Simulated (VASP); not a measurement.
Wanted: the native input for a VASP 6.6.1 run.

* Task: single point
* Functional: PBEsol
* Potentials or basis: VASP PAW PBE potentials, release 64 (N)
* Cutoff: 520 eV
* k mesh: 5 × 5 × 3
* Occupations: gaussian, width 0.01 eV
* Spin: no spin polarisation
* Dipole correction: no
* Further INCAR settings: ALGO = Normal; EDIFF = 1e-06; NBANDS = 18

The structure of N lies in POSCAR:

```
N
1.0
    4.1322125796      0.0000000000      0.0000000000
   -2.0661057940      3.5786004317      0.0000000000
    0.0000000000      0.0000000000      6.9471272332
N
4
Direct
    0.3333333333      0.6666666667      0.3289300000
    0.3333333333      0.6666666667      0.1710700000
    0.6666666667      0.3333333333      0.8289300000
    0.6666666667      0.3333333333      0.6710700000
```

The input as run:

INCAR

```
ALGO = Normal
EDIFF = 1E-6
ENCUT = 520
GGA = PS
ISIF = 2
ISMEAR = 0
LASPH = T
LCHARG = F
LREAL = F
LWAVE = F
NBANDS = 18
NELM = 80
PREC = Accurate
SIGMA = 0.01
```

KPOINTS

```
k-points
0
Gamma
  5 5 3
```

Potentials or basis: VASP PAW PBE potentials, release 64 (N).

Run with:

```console
$ cat potpaw_PBE.64/N/POTCAR > POTCAR
$ mpirun -np 1 vasp_std > vasp.out
```

Results of the run:

```
Pressure               : 2.8 GPa
Largest force          : 2.428 eV/Å
Band gap on the k mesh : 7.06 eV, indirect (least direct gap 7.35 eV)
```

Caveat: the standard files for N, O and F lose accuracy on very short bonds; the PAW data sets were made with another functional, which shifts forces and pressure a little.

Run time: 25 s on 1 thread of AMD EPYC 7R43 64-Core Processor (Zen 3), on a shared host, peak memory 0.17 GiB.
